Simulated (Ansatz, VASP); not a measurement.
# Two plane-wave programs on Al

Contents of INCAR:

```
ALGO     = Normal         # electronic algorithm
EDIFF    = 1E-6           # SCF threshold, eV
ENCUT    = 500            # plane-wave cutoff, eV
GGA      = RE             # functional
GGA_COMPAT= False        
ISIF     = 2              # what is computed and relaxed
ISMEAR   = -1             # smearing method
LASPH    = True           # aspherical terms in the spheres
LCHARG   = True           # write CHGCAR
LELF     = True           # ELF
LREAL    = False          # projectors in reciprocal space
LVHAR    = True         
LWAVE    = False          # write WAVECAR
NBANDS   = 8              # bands
NELM     = 120            # most SCF steps
PREC     = Accurate       # precision mode
SIGMA    = 0.05           # smearing width, eV
```

The input KPOINTS:

```
k-points
0
Gamma
  12 12 12
```

The input POSCAR:

```
Al
1.0
   -1.6325674100      1.6325674100      1.6325674100
    1.6325674100     -1.6325674100      1.6325674100
    1.6325674100      1.6325674100     -1.6325674100
Al
1
Direct
    0.0000000000      0.0000000000      0.0000000000
```

input.yaml

```yaml
crystal:
  lattice: { a: 3.26513482, b: 3.26513482, c: 3.26513482, alpha: 90.0, beta: 90.0, gamma: 90.0 }
  space_group: 229
  reduce_to_primitive: true
  atoms:
    - { symbol: Al, wyckoff: "2a", position: [0.0, 0.0, 0.0] }
hamiltonian:
  xc: revpbe
  pseudopotentials: { kind: nc, accuracy: standard }
kpoints:
  mp_grid: { grid: [12, 12, 12] }
scf:
  occupations: { method: fermi_dirac, width: 0.05 }
output:
  forces: true
  stress: true
  eigenvalues: true
  write_density: true
  write_potential: true
  elf: true
  volumetric_format: npy
```

Change from the starting cell: volume scaled by 1.08.

Alike in both runs: task single point; functional revPBE; k mesh 12 × 12 × 12; occupations fermi-dirac, width 0.05 eV; no spin polarisation.

|  | VASP | Ansatz |
| --- | --- | --- |
| version | VASP 6.6.1 | Ansatz 0.2.0 |
| potentials or method | VASP PAW PBE potentials, release 64 (Al) | PseudoDojo standard (PBE files) |
| plane-wave cutoff (eV) | 500 | 544 |
| valence electrons in the cell | 3 | 3 |

Ansatz gave:

| Quantity | Value |
| --- | --- |
| gap on the k mesh at the Fermi level (eV) | none |
| pressure (GPa) | -1.9 |

Task: What did VASP give for the same quantities?

Result: gap on the k mesh at the Fermi level (eV): none; pressure (GPa): -1.0.

VASP's potentials were made for PBE, not for revPBE. A gap of «none» marks a metal or a gap that the smearing closes.

Noted on Ansatz's run: the potentials were made for another functional, which shifts forces and pressure.
